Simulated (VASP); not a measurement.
# In (I4/mmm) in VASP: a series of runs

In is run at these levels: PBE; tasks: single point.

Program: VASP 6.6.1. These are calculated values, not measurements. Logs are shortened: lines on timing, memory, paths and dates and some standing lists are left out, and cuts for length are marked.

### Step 1. The cell of the first run

Symmetry: I4/mmm, No. 139, tetragonal system. The conventional cell has a = 3.229 Å, b = 3.229 Å, c = 4.914 Å, α = 90.00°, β = 90.00°, γ = 90.00°. Within 4.2 Å of In (site symmetry 4/mmm) lie 12 In at 3.23 to 3.35 Å.

### Step 2. Single point, PBE (volume scaled by 0.98)

INCAR reads:

```
  ALGO = Normal
  EDIFF = 1E-7
  ENCUT = 520
  GGA = PE
  ISIF = 2
  ISMEAR = -1
  LASPH = True
  LCHARG = False
  LREAL = False
  LWAVE = False
  NBANDS = 12
  NELM = 100
  PREC = Accurate
  SIGMA = 0.05
```

KPOINTS reads:

```
k-points
0
Gamma
  11 11 11
```

POSCAR reads:

```
In
1.0
   -1.6145604767      1.6145604767      2.4570974863
    1.6145604767     -1.6145604767      2.4570974863
    1.6145604767      1.6145604767     -2.4570974863
In
1
Direct
    0.0000000000      0.0000000000      0.0000000000
```

Potentials or basis: VASP PAW PBE potentials, release 64 (In_d).

On the command line:

```console
cat potpaw_PBE.64/In_d/POTCAR > POTCAR
mpirun -np 1 vasp_std > vasp.out
```

OUTCAR:

```text
EDIFF = 1E-7
   ENCUT = 520
   GGA = PE
   ISIF = 2
   ISMEAR = -1
   LASPH = True
   LREAL = False
   NELM = 100
   PREC = Accurate

 ion  position               nearest neighbor table
   1  0.000  0.000  0.000-

  LATTYP: Found a body centered tetragonal cell.
 ALAT       =     3.2291209534
 C/A-ratio  =     1.5218367610

  Lattice vectors:

 A1 = (  -1.6145604767,   1.6145604767,   2.4570974863)
 A2 = (   1.6145604767,  -1.6145604767,   2.4570974863)
 A3 = (   1.6145604767,   1.6145604767,  -2.4570974863)

Analysis of symmetry for initial positions (statically):
=====================================================================
 Subroutine PRICEL returns:
 Original cell was already a primitive cell.

 Routine SETGRP: Setting up the symmetry group for a
 body centered tetragonal supercell.

 Subroutine GETGRP returns: Found 16 space group operations
 (whereof 16 operations were pure point group operations)
 out of a pool of 16 trial point group operations.

The static configuration has the point symmetry D_4h.

Analysis of symmetry for dynamics (positions and initial velocities):
=====================================================================
 Subroutine PRICEL returns:
 Original cell was already a primitive cell.

 Routine SETGRP: Setting up the symmetry group for a
 body centered tetragonal supercell.

 Subroutine GETGRP returns: Found 16 space group operations
 (whereof 16 operations were pure point group operations)
 out of a pool of 16 trial point group operations.

The dynamic configuration has the point symmetry D_4h.

 Subroutine INISYM returns: Found 16 space group operations
 (whereof 16 operations are pure point group operations),
 and found     1 'primitive' translations

----------------------------------------------------------------------------------------

                                     Primitive cell

  volume of cell :      25.6207

  direct lattice vectors                    reciprocal lattice vectors
    -1.614560477  1.614560477  2.457097486     0.000000000  0.309681803  0.203492130
     1.614560477 -1.614560477  2.457097486     0.309681803  0.000000000  0.203492130
     1.614560477  1.614560477 -2.457097486     0.309681803  0.309681803  0.000000000

  length of vectors
     3.354241960  3.354241960  3.354241960     0.370556158  0.370556158  0.437956206

  position of ions in fractional coordinates (direct lattice)
     0.000000000  0.000000000  0.000000000

  ion indices of the primitive-cell ions
   primitive index   ion index
                 1           1

----------------------------------------------------------------------------------------

 KPOINTS: k-points

Automatic generation of k-mesh.
 Grid dimensions read from file:
 generate k-points for:   11   11   11

 Generating k-lattice:

  Cartesian coordinates                     Fractional coordinates (reciprocal lattice)
     0.000000000  0.028152891  0.018499285     0.090909091 -0.000000000  0.000000000
     0.028152891  0.000000000  0.018499285    -0.000000000  0.090909091  0.000000000
     0.028152891  0.028152891  0.000000000     0.000000000  0.000000000  0.090909091

  Length of vectors
     0.033686923  0.033686923  0.039814201

  Shift w.r.t. Gamma in fractional coordinates (k-lattice)
     0.000000000  0.000000000  0.000000000

 Subroutine IBZKPT returns following result:
 ===========================================

 Found    126 irreducible k-points:

 Following reciprocal coordinates:
            Coordinates               Weight
  0.000000  0.000000  0.000000      1.000000
  0.090909 -0.000000  0.000000      8.000000
  0.181818 -0.000000  0.000000      8.000000
  0.272727 -0.000000  0.000000      8.000000
  0.363636  0.000000 -0.000000      8.000000
  0.454545  0.000000 -0.000000      8.000000
[... 16 lines left out ...]
 -0.272727  0.181818 -0.000000     16.000000
 -0.181818  0.181818  0.000000      4.000000
 [... further k-points ...]
   k-points           NKPTS =    126   k-points in BZ     NKDIM =    126   number of bands    NBANDS=     12
   number of dos      NEDOS =    301   number of ions     NIONS =      1
   total plane-waves  NPLWV =  21952
   dimension x,y,z NGX =    28 NGY =   28 NGZ =   28
   dimension x,y,z NGXF=    56 NGYF=   56 NGZF=   56
   ions per type =               1
   NGX,Y,Z   is equivalent  to a cutoff of  13.88, 13.88, 13.88 a.u.
   NGXF,Y,Z  is equivalent  to a cutoff of  27.76, 27.76, 27.76 a.u.
 SYSTEM =  unknown system
   PREC   = accura    normal or accurate (medium, high low for compatibility)
   ISTART =      0    job   : 0-new  1-cont  2-samecut
   ICHARG =      2    charge: 1-file 2-atom 10-const
   ISPIN  =      1    spin polarized calculation?
   LNONCOLLINEAR =      F non collinear calculations
   LSORBIT =      F    spin-orbit coupling
   LASPH  =      T    aspherical Exc in radial PAW
   ENCUT  =  520.0 eV  38.22 Ry    6.18 a.u.   6.24  6.24  6.24*2*pi/ulx,y,z
   NELM   =    100;   NELMIN=  2; NELMDL= -5     # of ELM steps
   EDIFF  = 0.1E-06   stopping-criterion for ELM
   LREAL  =      F    real-space projection
   EDIFFG = 0.1E-05   stopping-criterion for IOM
   NSW    =      0    number of steps for IOM
   IBRION =     -1    ionic relax: 0-MD 1-quasi-New 2-CG
   NFREE  =      0    steps in history (QN), initial steepest desc. (CG)
   ISIF   =      2    stress and relaxation
   ISYM   =      2    0-nonsym 1-usesym 2-fastsym
   POTIM  = 0.5000    time-step for ionic-motion
   TEBEG  =    0.0;   TEEND  =   0.0 temperature during run
   PSTRESS=    0.0 pullay stress
   NELECT =      13.0000    total number of electrons
   NUPDOWN=      -1.0000    fix difference up-down
   EMIN   =  10.00;   EMAX   =-10.00  energy-range for DOS
   EFERMI =   0.00;   METHOD = LEGACY
   ISMEAR =    -1;   SIGMA  =   0.05  broadening in eV -4-tet -1-fermi 0-gaus
   EFERMI_NEDOS =   21; number of points for ismear=-14 and -15
   IALGO  =     38    algorithm
   IMIX   =      4    mixing-type and parameters
     AMIX     =   0.40;   BMIX     =  1.00
     AMIX_MAG =   1.60;   BMIX_MAG =  1.00
  volume/ion in A,a.u.               =      25.62       172.90
  Fermi-wavevector in a.u.,A,eV,Ry     =   1.305747  2.467504 23.197586  1.704975
  Thomas-Fermi vector in A             =   2.436595
   LORBIT       =      0    0 simple, 1 ext, 2 COOP (PROOUT), +10 PAW based schemes
   GGA     = PE    functional components
   LHFCALC =     F    Hartree Fock is set to
   AEXX    =    0.0000 exact exchange contribution
   IVDW    =     0    specifies the selected vdW correction
   LEPSILON=     F    determine dielectric tensor
   LRPA    =     F    only Hartree local field effects (RPA)
 non-spin polarized calculation
  energy-cutoff  :      520.00
  volume of cell :       25.62
 maximum number of plane-waves:       717
 NGX is ok and might be reduce to    28
   NGX = 13   NGY = 13   NGZ = 13

 number of electron      13.0000004 magnetization

 Free energy of the ion-electron system (eV)
  ---------------------------------------------------
  ext. energy  EPLUGINS =         0.00000000
  ---------------------------------------------------
  free energy    TOTEN  =        -2.54292497 eV

  energy without entropy =       -2.53919345  energy(sigma->0) =       -2.54105921

 E-fermi :   7.8011     XC(G=0): -10.3528

 val. band max:        7.7506227589   @ k =  -0.4545   0.4545   0.2727
 cond. band min:       7.8171533729   @ k =   0.3636   0.2727   0.1818
 fundamental gap:      0.0665306139
 Fermi energy:         7.8010787364

 k-point     1 :       0.0000    0.0000    0.0000
  band No.  band energies     occupation
      1      -6.9708      2.00000
      2      -6.8592      2.00000
      3      -6.8592      2.00000
      4      -6.7731      2.00000
      5      -6.6642      2.00000
      6      -1.9273      2.00000
      7      18.4934      0.00000
      8      18.4934      0.00000
      9      18.6774      0.00000
     10      19.3837      0.00000
     11      21.9055      0.00000
     12      22.0208      0.00000

 k-point     2 :       0.0909   -0.0000    0.0000
  band No.  band energies     occupation
      1      -6.9576      2.00000
      2      -6.8603      2.00000
      3      -6.8457      2.00000
      4      -6.7698      2.00000
      5      -6.6694      2.00000
      6      -1.7429      2.00000
      7      16.4549      0.00000
      8      18.1670      0.00000
      9      18.2713      0.00000
     10      19.2265      0.00000
     11      22.2545      0.00000
     12      22.5067      0.00000

 k-point     3 :       0.1818   -0.0000    0.0000
  band No.  band energies     occupation
      1      -6.9375      2.00000
      2      -6.8709      2.00000
      3      -6.8183      2.00000
      4      -6.7409      2.00000
      5      -6.6746      2.00000
      6      -1.1828      2.00000
      7      13.2795      0.00000
      8      17.2969      0.00000
      9      17.8419      0.00000
     10      19.1838      0.00000
     11      21.1299      0.00000
     12      23.5447      0.00000

 k-point     4 :       0.2727   -0.0000    0.0000
  band No.  band energies     occupation
      1      -6.9376      2.00000
      2      -6.8954      2.00000
      3      -6.8107      2.00000
      4      -6.6701      2.00000
      5      -6.6521      2.00000
      6      -0.2355      2.00000
      7      10.2332      0.00000
      8      16.4571      0.00000
      9      17.4626      0.00000
     10      19.1177      0.00000
     11      20.2236      0.00000
     12      22.7365      0.00000

 k-point     5 :       0.3636    0.0000   -0.0000
  band No.  band energies     occupation
      1      -6.9545      2.00000
      2      -6.9193      2.00000
      3      -6.8265      2.00000
      4      -6.6077      2.00000
      5      -6.5901      2.00000
      6       1.1002      2.00000
      7       7.4630      1.99769
      8      15.8148      0.00000
      9      17.2129      0.00000
     10      19.0172      0.00000
     11      19.6463      0.00000
     12      21.7395      0.00000
[... 228 lines left out ...]
      1      -6.9654      2.00000
      2      -6.8590      2.00000
      3      -6.7964      2.00000
      4      -6.6794      2.00000
      5      -6.5401      2.00000
      6       2.4015      2.00000
      7       7.0980      2.00000
      8      13.4695      0.00000
      9      13.9511      0.00000
     10      16.6036      0.00000
     11      22.0184      0.00000
     12      22.7890      0.00000

 k-point    22 :      -0.3636    0.1818    0.0000
  band No.  band energies     occupation
      1      -6.9669      2.00000
      2      -6.8511      2.00000
      3      -6.7785      2.00000
      4      -6.7067      2.00000
      5      -6.5831      2.00000
      6       0.9281      2.00000
      7       9.6824      0.00000
      8      13.8630      0.00000
      9      14.7613      0.00000
     10      16.7559      0.00000
     11      20.1306      0.00000
     12      23.0989      0.00000

 k-point    23 :      -0.2727    0.1818   -0.0000
  band No.  band energies     occupation
      1      -6.9583      2.00000
      2      -6.8251      2.00000
      3      -6.7715      2.00000
      4      -6.7446      2.00000
      5      -6.6497      2.00000
      6      -0.1740      2.00000
      7      12.5455      0.00000
      8      14.3743      0.00000
      9      15.6727      0.00000
     10      17.4116      0.00000
     11      18.3633      0.00000
     12      24.0061      0.00000

 k-point    24 :      -0.1818    0.1818    0.0000
  band No.  band energies     occupation
      1      -6.9335      2.00000
      2      -6.8317      2.00000
      3      -6.7811      2.00000
      4      -6.7754      2.00000
      5      -6.6872      2.00000
      6      -0.8895      2.00000
      7      15.0495      0.00000
      8      15.2982      0.00000
      9      16.0468      0.00000
     10      17.1618      0.00000
     11      19.3845      0.00000
     12      24.4068      0.00000

 [... further k-points ...]

------------------------ aborting loop because EDIFF is reached ----------------------------------------

  FORCE on cell =-STRESS in cart. coord.  units (eV):
  Direction    XX          YY          ZZ          XY          YZ          ZX
  --------------------------------------------------------------------------------------
  -------------------------------------------------------------------------------------
  Total        0.5084374      0.5084374      0.4023327      0.0000000      0.0000000      0.0000000
  in kB       31.7948708     31.7948708     25.1596697      0.0000000      0.0000000      0.0000000
  external PRESSURE =      29.5831371 kB  Pullay stress =       0.0000000 kB

 VOLUME and BASIS-vectors are now :
 -----------------------------------------------------------------------------
  energy-cutoff  :      520.00
  volume of cell :       25.62
      direct lattice vectors                 reciprocal lattice vectors
    -1.614560477  1.614560477  2.457097486     0.000000000  0.309681803  0.203492130
     1.614560477 -1.614560477  2.457097486     0.309681803  0.000000000  0.203492130
     1.614560477  1.614560477 -2.457097486     0.309681803  0.309681803  0.000000000

 POSITION                                       TOTAL-FORCE (eV/Angst)
 -----------------------------------------------------------------------------------
      0.00000      0.00000      0.00000         0.000000      0.000000      0.000000
 -----------------------------------------------------------------------------------
    total drift:                               -0.000000     -0.000000     -0.000000

  FREE ENERGIE OF THE ION-ELECTRON SYSTEM (eV)
  ---------------------------------------------------
  free  energy   TOTEN  =        -2.5429249730 eV

  energy  without entropy=       -2.5391934474  energy(sigma->0) =       -2.54105921
```

Wall time 58 s (1 thread of Intel Xeon 8259CL, shared host); peak memory 0.18 GiB.

Results:

```
Free energy : -2.5429 eV
Pressure    : 3.0 GPa
```

Stress tensor (GPa, compression positive):
```
3.18 0.00 0.00
0.00 3.18 0.00
0.00 0.00 2.52
```

Caveat: spin-orbit coupling is left out, which moves the levels of the heavy elements.

### Step 3. Single point, PBE (volume scaled by 1.04)

INCAR reads:

```
  PREC = Accurate
  ENCUT = 520
  EDIFF = 1E-6
  ISMEAR = -1
  SIGMA = 0.05
  LREAL = F
  LASPH = T
  NELM = 60
  ALGO = Normal
  ISIF = 2
  LWAVE = F
  LCHARG = F
  GGA = PE
  NBANDS = 12
```

KPOINTS reads:

```
regular mesh
0
Gamma
  11 11 11
```

POSCAR reads:

```
In
1.0
   -1.6468602161      1.6468602161      2.5062524172
    1.6468602161     -1.6468602161      2.5062524172
    1.6468602161      1.6468602161     -2.5062524172
In
1
Direct
    0.0000000000      0.0000000000      0.0000000000
```

Potentials or basis: VASP PAW PBE potentials, release 64 (In_d).

On the command line:

```console
cat potpaw_PBE.64/In_d/POTCAR > POTCAR
mpirun -np 1 vasp_std > vasp.out
```

It took 56 s on 1 thread of Intel Xeon 8259CL, shared host; peak memory 0.18 GiB.

It converged, with:

* Free energy: -2.5594 eV
* Pressure: 0.4 GPa

Stress tensor (GPa, compression positive):
```
0.47 0.00 0.00
0.00 0.47 0.00
0.00 0.00 0.24
```

Levels at points of the mesh, in eV from the Fermi level:
| k point | band 3 | band 4 | band 5 | band 6 | band 7 | band 8 | band 9 | band 10 |
| --- | --- | --- | --- | --- | --- | --- | --- | --- |
| (0.00, 0.00, 0.00) | -14.60 | -14.52 | -14.43 | -9.31 | 10.17 | 10.17 | 10.32 | 11.47 |

Caveat: spin-orbit coupling is left out, which moves the levels of the heavy elements.
